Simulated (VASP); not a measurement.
Bi, 2 atoms in the cell. Symmetry: R-3m, No. 166, trigonal system. The conventional cell has a = 4.535 Å, b = 4.535 Å, c = 11.814 Å, α = 90.00°, β = 90.00°, γ = 120.00°. Within 4.0 Å of Bi (site symmetry 3m) lie 6 Bi at 3.06 to 3.52 Å. 

* Program: VASP 6.6.1
* Task: relaxation of volume and atoms at fixed shape
* Functional: PBEsol
* Potentials or basis: VASP PAW PBE potentials, release 64 (Bi_d)
* Cutoff: 600 eV
* k mesh: 6 × 6 × 6
* Occupations: fermi-dirac, width 0.1 eV
* Spin: no spin polarisation
* Dipole correction: no
* Further INCAR settings: ALGO = Normal; EDIFF = 1e-06; IBRION = 2; EDIFFG = -0.01; NSW = 80; ISIF = 8

Potentials or basis: VASP PAW PBE potentials, release 64 (Bi_d).

Launch:

```bash
$ cat potpaw_PBE.64/Bi_d/POTCAR > POTCAR
$ mpirun -np 1 vasp_std > vasp.out
```

Hardware: 1 thread of AMD EPYC 9R45 96-Core Processor (Zen 5), on a shared host.

Q: How long does it take, and how much memory?

A: Run time: 92 s on 1 thread of AMD EPYC 9R45 96-Core Processor (Zen 5) (shared host), peak memory 0.23 GiB. Counts: scf iterations 33, k points 32, ion steps 5.
